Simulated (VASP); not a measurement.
# SiB17N18 (a cell with a defect) in VASP: electric field gradients with PBE

Aim: the electric field gradients of SiB17N18 (a cell with a defect) with PBE.

All numbers are computed with VASP 6.6.1; they aren't measurements. Logs are shortened: lines on timing, memory, paths and dates and some standing lists are left out, and cuts for length are marked.

## (1) The cell of the first run

The cell holds a defect, 36 atoms: a = 7.495 Å, b = 7.495 Å, c = 6.636 Å, α = 90.00°, β = 90.00°, γ = 120.00°.

## (2) Electric field gradients, PBE

Input file INCAR:

```
SYSTEM = SiB17N18
PREC = Accurate ; ENCUT = 520
EDIFF = 1E-8 ; ISMEAR = -1
SIGMA = 0.01 ; LREAL = Auto
LASPH = .True. ; NELM = 100
ALGO = Normal ; ISIF = 2
LWAVE = .False. ; LCHARG = .False.
GGA = PE ; LEFG = .True.
NELECT = 144.0 ; NBANDS = 96
```

Input file KPOINTS:

```
regular mesh
0
Gamma
  3 3 3
  0 0 0
```

Input file POSCAR:

```
SiB17N18
1.0
    7.4947200000      0.0000000000      0.0000000000
   -3.7473600000      6.4906179144      0.0000000000
    0.0000000000      0.0000000000      6.6357000000
Si B N
1 17 18
Direct
    0.1111111111      0.2222222222      0.2500000000
    0.1111111111      0.5555555556      0.2500000000
    0.1111111111      0.8888888889      0.2500000000
    0.4444444444      0.2222222222      0.2500000000
    0.4444444444      0.5555555556      0.2500000000
    0.4444444444      0.8888888889      0.2500000000
    0.7777777778      0.2222222222      0.2500000000
    0.7777777778      0.5555555556      0.2500000000
    0.7777777778      0.8888888889      0.2500000000
    0.2222222222      0.1111111111      0.7500000000
    0.2222222222      0.4444444444      0.7500000000
    0.2222222222      0.7777777778      0.7500000000
    0.5555555556      0.1111111111      0.7500000000
    0.5555555556      0.4444444444      0.7500000000
    0.5555555556      0.7777777778      0.7500000000
    0.8888888889      0.1111111111      0.7500000000
    0.8888888889      0.4444444444      0.7500000000
    0.8888888889      0.7777777778      0.7500000000
    0.1111111111      0.2222222222      0.7500000000
    0.1111111111      0.5555555556      0.7500000000
    0.1111111111      0.8888888889      0.7500000000
    0.4444444444      0.2222222222      0.7500000000
    0.4444444444      0.5555555556      0.7500000000
    0.4444444444      0.8888888889      0.7500000000
    0.7777777778      0.2222222222      0.7500000000
    0.7777777778      0.5555555556      0.7500000000
    0.7777777778      0.8888888889      0.7500000000
    0.2222222222      0.1111111111      0.2500000000
    0.2222222222      0.4444444444      0.2500000000
    0.2222222222      0.7777777778      0.2500000000
    0.5555555556      0.1111111111      0.2500000000
    0.5555555556      0.4444444444      0.2500000000
    0.5555555556      0.7777777778      0.2500000000
    0.8888888889      0.1111111111      0.2500000000
    0.8888888889      0.4444444444      0.2500000000
    0.8888888889      0.7777777778      0.2500000000
```

Potentials or basis: VASP PAW PBE potentials, release 64 (Si, B, N).

Run with:

```console
> cat potpaw_PBE.64/Si/POTCAR potpaw_PBE.64/B/POTCAR potpaw_PBE.64/N/POTCAR > POTCAR
> mpirun -np 1 vasp_std > vasp.out
```

OUTCAR:

```text
SYSTEM = SiB17N18
   PREC = Accurate
   ENCUT = 520
   EDIFF = 1E-8
   ISMEAR = -1
   LREAL = Auto
   LASPH = .True.
   NELM = 100
   ISIF = 2
   GGA = PE
   NELECT = 144.0

 ion  position               nearest neighbor table
   1  0.111  0.222  0.250-  28 1.44  34 1.44  29 1.44   4 2.50   7 2.50   9 2.50   3 2.50   5 2.50
                             2 2.50
   2  0.111  0.556  0.250-  35 1.44  30 1.44  29 1.44   1 2.50
   3  0.111  0.889  0.250-  30 1.44  36 1.44  28 1.44   1 2.50
   4  0.444  0.222  0.250-  28 1.44  32 1.44  31 1.44   1 2.50
   5  0.444  0.556  0.250-  29 1.44  33 1.44  32 1.44   1 2.50
   6  0.444  0.889  0.250-  30 1.44  31 1.44  33 1.44
   7  0.778  0.222  0.250-  31 1.44  34 1.44  35 1.44   1 2.50
   8  0.778  0.556  0.250-  32 1.44  36 1.44  35 1.44
   9  0.778  0.889  0.250-  33 1.44  36 1.44  34 1.44   1 2.50
  10  0.222  0.111  0.750-  22 1.44  19 1.44  21 1.44
  11  0.222  0.444  0.750-  23 1.44  19 1.44  20 1.44
  12  0.222  0.778  0.750-  24 1.44  21 1.44  20 1.44
  13  0.556  0.111  0.750-  25 1.44  24 1.44  22 1.44
  14  0.556  0.444  0.750-  26 1.44  22 1.44  23 1.44
  15  0.556  0.778  0.750-  27 1.44  23 1.44  24 1.44
[... 19 lines left out ...]
  35  0.889  0.444  0.250-   2 1.44   7 1.44   8 1.44
  36  0.889  0.778  0.250-   3 1.44   9 1.44   8 1.44

  LATTYP: Found a hexagonal cell.
 ALAT       =     7.4947200000
 C/A-ratio  =     0.8853833099

  Lattice vectors:

 A1 = (   7.4947200000,   0.0000000000,   0.0000000000)
 A2 = (  -3.7473600000,   6.4906179144,   0.0000000000)
 A3 = (   0.0000000000,   0.0000000000,   6.6357000000)

Analysis of symmetry for initial positions (statically):
=====================================================================
 Subroutine PRICEL returns:
 Original cell was already a primitive cell.

 Routine SETGRP: Setting up the symmetry group for a
 hexagonal supercell.

 Subroutine GETGRP returns: Found 12 space group operations
 (whereof  2 operations were pure point group operations)
 out of a pool of 24 trial point group operations.

The static configuration has the point symmetry C_1h.
 The point group associated with its full space group is D_3h.

Analysis of symmetry for dynamics (positions and initial velocities):
=====================================================================
 Subroutine PRICEL returns:
 Original cell was already a primitive cell.

 Routine SETGRP: Setting up the symmetry group for a
 hexagonal supercell.

 Subroutine GETGRP returns: Found 12 space group operations
 (whereof  2 operations were pure point group operations)
 out of a pool of 24 trial point group operations.

The dynamic configuration has the point symmetry C_1h.
 The point group associated with its full space group is D_3h.

 Subroutine INISYM returns: Found 12 space group operations
 (whereof  2 operations are pure point group operations),
 and found     1 'primitive' translations

----------------------------------------------------------------------------------------

                                     Primitive cell

  volume of cell :     322.7960

  direct lattice vectors                    reciprocal lattice vectors
     7.494720000  0.000000000  0.000000000     0.133427266  0.077034268  0.000000000
    -3.747360000  6.490617914  0.000000000     0.000000000  0.154068536  0.000000000
     0.000000000  0.000000000  6.635700000     0.000000000  0.000000000  0.150700002

  length of vectors
     7.494720000  7.494720000  6.635700000     0.154068536  0.154068536  0.150700002

  position of ions in fractional coordinates (direct lattice)
     0.111111111  0.222222222  0.250000000
     0.111111111  0.555555556  0.250000000
[... 126 lines left out ...]
   EDIFF  = 0.1E-07   stopping-criterion for ELM
   LREAL  =      T    real-space projection
   EDIFFG = 0.1E-06   stopping-criterion for IOM
   NSW    =      0    number of steps for IOM
   IBRION =     -1    ionic relax: 0-MD 1-quasi-New 2-CG
   NFREE  =      0    steps in history (QN), initial steepest desc. (CG)
   ISIF   =      2    stress and relaxation
   ISYM   =      2    0-nonsym 1-usesym 2-fastsym
   POTIM  = 0.5000    time-step for ionic-motion
   TEBEG  =    0.0;   TEEND  =   0.0 temperature during run
   PSTRESS=    0.0 pullay stress
   NELECT =     144.0000    total number of electrons
   NUPDOWN=      -1.0000    fix difference up-down
   EMIN   =  10.00;   EMAX   =-10.00  energy-range for DOS
   EFERMI =   0.00;   METHOD = LEGACY
   ISMEAR =    -1;   SIGMA  =   0.01  broadening in eV -4-tet -1-fermi 0-gaus
   EFERMI_NEDOS =   21; number of points for ismear=-14 and -15
   IALGO  =     38    algorithm
   IMIX   =      4    mixing-type and parameters
     AMIX     =   0.40;   BMIX     =  1.00
     AMIX_MAG =   1.60;   BMIX_MAG =  1.00
  volume/ion in A,a.u.               =       8.97        60.51
  Fermi-wavevector in a.u.,A,eV,Ry     =   1.250891  2.363842 21.289433  1.564729
  Thomas-Fermi vector in A             =   2.384864
   LORBIT       =      0    0 simple, 1 ext, 2 COOP (PROOUT), +10 PAW based schemes
   GGA     = PE    functional components
   LHFCALC =     F    Hartree Fock is set to
   AEXX    =    0.0000 exact exchange contribution
   IVDW    =     0    specifies the selected vdW correction
   LEPSILON=     F    determine dielectric tensor
   LRPA    =     F    only Hartree local field effects (RPA)
 non-spin polarized calculation
  energy-cutoff  :      520.00
  volume of cell :      322.80
 maximum number of plane-waves:      8725
 NGX is ok and might be reduce to    56
   NGX = 27   NGY = 27   NGZ = 25

 number of electron     143.9999979 magnetization

 Free energy of the ion-electron system (eV)
  ---------------------------------------------------
  ext. energy  EPLUGINS =         0.00000000
  ---------------------------------------------------
  free energy    TOTEN  =      -313.21644318 eV

  energy without entropy =     -313.21644318  energy(sigma->0) =     -313.21644318

 E-fermi :   3.2574     XC(G=0): -10.1066

 val. band max:        2.9958364794   @ k =   0.0000   0.0000   0.3333
 cond. band min:       6.8521644199   @ k =   0.3333   0.3333   0.0000
 fundamental gap:      3.8563279405
 Fermi energy:         3.2574186472

 k-point     1 :       0.0000    0.0000    0.0000
  band No.  band energies     occupation
      1     -16.1143      2.00000
      2     -14.6463      2.00000
      3     -14.2174      2.00000
      4     -14.2174      2.00000
      5     -14.0999      2.00000
      6     -13.3533      2.00000
[... 511 lines left out ...]
     83       9.4483      0.00000
     84       9.5578      0.00000
 [bands above 84 left out]

------------------------ aborting loop because EDIFF is reached ----------------------------------------

  FORCE on cell =-STRESS in cart. coord.  units (eV):
  Direction    XX          YY          ZZ          XY          YZ          ZX
  --------------------------------------------------------------------------------------
  -------------------------------------------------------------------------------------
  Total       39.7875277     39.7875277     -3.9555056      0.0000000      0.0000000     -0.0000000
  in kB      197.4828272    197.4828273    -19.6328969      0.0000000      0.0000000     -0.0000000
  external PRESSURE =     125.1109192 kB  Pullay stress =       0.0000000 kB

 VOLUME and BASIS-vectors are now :
 -----------------------------------------------------------------------------
  energy-cutoff  :      520.00
  volume of cell :      322.80
      direct lattice vectors                 reciprocal lattice vectors
     7.494720000  0.000000000  0.000000000     0.133427266  0.077034268  0.000000000
    -3.747360000  6.490617914  0.000000000     0.000000000  0.154068536  0.000000000
     0.000000000  0.000000000  6.635700000     0.000000000  0.000000000  0.150700002

 POSITION                                       TOTAL-FORCE (eV/Angst)
 -----------------------------------------------------------------------------------
      0.00000      1.44236      1.65892        -0.000000      0.000000     -0.000000
     -1.24912      3.60590      1.65892        -0.973554      1.140800     -0.000000
     -2.49824      5.76944      1.65892         0.501185     -1.413523      0.000000
      2.49824      1.44236      1.65892         1.474739      0.272722      0.000000
      1.24912      3.60590      1.65892         0.973554      1.140800     -0.000000
     -0.00000      5.76944      1.65892        -0.000000      0.000000     -0.000000
[... 28 lines left out ...]
      4.99648      2.88472      1.65892         0.382177     -0.220650     -0.000000
      3.74736      5.04826      1.65892        -0.000000      0.441300     -0.000000
 -----------------------------------------------------------------------------------
    total drift:                                0.000007      0.000012      0.000000

  FREE ENERGIE OF THE ION-ELECTRON SYSTEM (eV)
  ---------------------------------------------------
  free  energy   TOTEN  =      -313.2164431776 eV

  energy  without entropy=     -313.2164431776  energy(sigma->0) =     -313.21644318

 Electric field gradients (V/A^2)
---------------------------------------------------------------------
 ion       V_xx      V_yy      V_zz      V_xy      V_xz      V_yz
---------------------------------------------------------------------
   1    -101.902  -101.902   203.803     0.000     0.000    -0.000
   2     -16.400   -19.040    35.440    -2.965     0.000    -0.000
   3     -20.948   -14.492    35.440    -0.340    -0.000     0.000
   4     -15.812   -19.628    35.440     2.625     0.000     0.000
   5     -16.400   -19.040    35.440     2.965     0.000     0.000
   6     -18.245   -18.245    36.490    -0.000     0.000     0.000
[... 28 lines left out ...]
  35      -0.248    -0.300     0.549    -0.044     0.000     0.000
  36      -0.324    -0.225     0.549    -0.000     0.000     0.000
---------------------------------------------------------------------

 Electric field gradients after diagonalization (V/A^2)
 (convention: |V_zz| > |V_xx| > |V_yy|)
----------------------------------------------------------------------
 ion       V_xx      V_yy      V_zz     asymmetry (V_yy - V_xx)/ V_zz
----------------------------------------------------------------------
   1    -101.902  -101.902   203.803       0.000
   2     -20.966   -14.474    35.440       0.183
   3     -20.966   -14.474    35.440       0.183
   4     -20.966   -14.475    35.440       0.183
   5     -20.966   -14.474    35.440       0.183
   6     -18.245   -18.245    36.490       0.000
[... 28 lines left out ...]
  35      -0.325    -0.223     0.549       0.186
  36      -0.324    -0.225     0.549       0.181
----------------------------------------------------------------------

           NMR quadrupolar parameters

 Cq : quadrupolar parameter    Cq=e*Q*V_zz/h
 eta: asymmetry parameters     (V_yy - V_xx)/ V_zz
 Q  : nuclear electric quadrupole moment in mb (millibarn)
----------------------------------------------------------------------
 ion       Cq(MHz)       eta       Q (mb)
----------------------------------------------------------------------
   1       0.493       0.000       1.000
   2       0.086       0.183       1.000
   3       0.086       0.183       1.000
   4       0.086       0.183       1.000
   5       0.086       0.183       1.000
   6       0.088       0.000       1.000
[... 28 lines left out ...]
  35       0.001       0.186       1.000
  36       0.001       0.181       1.000
----------------------------------------------------------------------
```

Wall time 7.8 min (1 thread of Intel Xeon Platinum 8559C (Emerald Rapids), shared host); peak memory 0.43 GiB.

What came out:

```yaml
Free_energy: -313.2164 eV
Largest_force: 12.922 eV/Å
Largest_electric_field_gradient_by_atom: Si +203.8; B +35.4, +36.5, +35.3, +35.6 (each value once); N +10.9, +5.5, +5.3, +4.7, -26.0, -3.0, +0.5 (each value once) V/Å²
```

Forces on the atoms (eV/Å):
```
Si    0.000   0.000   0.000
B    -0.974   1.141   0.000
B     0.501  -1.414   0.000
B     1.475   0.273   0.000
B     0.974   1.141   0.000
B     0.000   0.000   0.000
B    -1.475   0.273   0.000
B     0.000   0.000   0.000
B    -0.501  -1.414   0.000
B     0.382  -0.220   0.000
B     0.000   0.441   0.000
B     0.096   0.055   0.000
B     0.000  -0.111   0.000
B     0.110   0.063   0.000
B    -0.096   0.055   0.000
B    -0.382  -0.220   0.000
B    -0.110   0.063   0.000
B     0.000  -0.127   0.000
N     0.000   0.000   0.000
N     0.083  -0.110   0.000
N    -0.054   0.127   0.000
N    -0.137  -0.017   0.000
N    -0.083  -0.110   0.000
N     0.000   0.000   0.000
N     0.137  -0.017   0.000
N     0.000   0.000   0.000
N     0.054   0.127   0.000
N    11.191  -6.461   0.000
N     0.000  12.922   0.000
N    -0.148  -0.086   0.000
N     0.000   0.171   0.000
N    -0.382  -0.221   0.000
N     0.148  -0.086   0.000
N   -11.191  -6.461   0.000
N     0.382  -0.221   0.000
N     0.000   0.441   0.000
```

Levels at points of the mesh, in eV from the Fermi level:
```
           k point  band 69  band 70  band 71  band 72  band 73  band 74  band 75  band 76
(0.00, 0.00, 0.00)    -1.21    -1.21    -0.38    -0.33     3.91     4.07     4.19     4.59
```

Electric field gradients, principal values (V/Å²):
| atom | least | middle | greatest (by size) |
| --- | --- | --- | --- |
| 1 Si | -101.902 | -101.902 | 203.803 |
| 2 B | -14.474 | -20.966 | 35.440 |
| 3 B | -14.474 | -20.966 | 35.440 |
| 4 B | -14.475 | -20.966 | 35.440 |
| 5 B | -14.474 | -20.966 | 35.440 |
| 6 B | -18.245 | -18.245 | 36.490 |
| 7 B | -14.474 | -20.966 | 35.440 |
| 8 B | -17.675 | -17.675 | 35.350 |
| 9 B | -14.475 | -20.966 | 35.440 |
| 10 B | -16.979 | -18.315 | 35.294 |
| 11 B | -16.979 | -18.315 | 35.294 |
| 12 B | -17.622 | -17.957 | 35.580 |
| 13 B | -17.622 | -17.957 | 35.580 |
| 14 B | -17.632 | -18.003 | 35.635 |
| 15 B | -17.623 | -17.957 | 35.580 |
| 16 B | -16.979 | -18.315 | 35.294 |
| 17 B | -17.632 | -18.003 | 35.635 |
| 18 B | -17.632 | -18.003 | 35.635 |
| 19 N | -5.451 | -5.453 | 10.904 |
| 20 N | -2.039 | -3.495 | 5.533 |
| 21 N | -2.038 | -3.494 | 5.533 |
| 22 N | -2.040 | -3.495 | 5.535 |
| 23 N | -2.040 | -3.494 | 5.534 |
| 24 N | -2.638 | -2.639 | 5.277 |
| 25 N | -2.037 | -3.498 | 5.535 |
| 26 N | -2.340 | -2.344 | 4.685 |
| 27 N | -2.039 | -3.494 | 5.534 |
| 28 N | 6.629 | 19.393 | -26.022 |
| 29 N | 6.630 | 19.394 | -26.025 |
| 30 N | 0.975 | 2.011 | -2.986 |
| 31 N | 0.974 | 2.009 | -2.984 |
| 32 N | -0.225 | -0.325 | 0.549 |
| 33 N | 0.972 | 2.011 | -2.983 |
| 34 N | 6.628 | 19.394 | -26.022 |
| 35 N | -0.223 | -0.325 | 0.549 |
| 36 N | -0.225 | -0.324 | 0.549 |

Caveat: the cell carries a net charge on a neutralising background, which shifts energy and pressure; the cell is charged against a uniform background, so pressure and absolute levels hang on convention; without QUAD_EFG the Cq values of the log hold for a quadrupole moment of 1 mb, not for the nuclei.
